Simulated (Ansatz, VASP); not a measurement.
# InAs in VASP and in Ansatz

```
In As
1.0
     0.00000    3.00058    3.04698
     3.00058    0.00000    3.04698
     3.00058    3.00058    0.00000
In As
1 1
Direct
  0.00000 0.00000 0.00000
  0.75000 0.75000 0.75000
```

Change from the starting cell: strain -0.030 along x and y, -0.015 along z, atoms carried along.

Alike in both runs: task single point; functional PBE; k mesh 16 × 16 × 16; occupations gaussian, width 0.15 eV; no spin polarisation.

```csv
,VASP,Ansatz
version,VASP 6.6.1,Ansatz 0.2.0
potentials or method,"VASP PAW PBE potentials, release 64 (In_d, As), cutoff 520 eV","scalar-relativistic, plane waves, PAW"
valence electrons in the cell,18,28
```

VASP gave:

| Quantity | Value |
| --- | --- |
| gap on the k mesh at the Fermi level (eV) | none |
| pressure (GPa) | 4.5 |
| traceless stress, the component that is largest in VASP (GPa) | -0.33 |

**Question.** What did Ansatz give for the same quantities?

**Answer.** gap on the k mesh at the Fermi level (eV): none; pressure (GPa): 4.4; traceless stress, the component that is largest in VASP (GPa): -0.34.

A gap of «none» marks a metal or a gap that the smearing closes. VASP's potentials hold 18 valence electrons a cell and Ansatz's 28, so a difference there can come from the potentials and not from the codes.
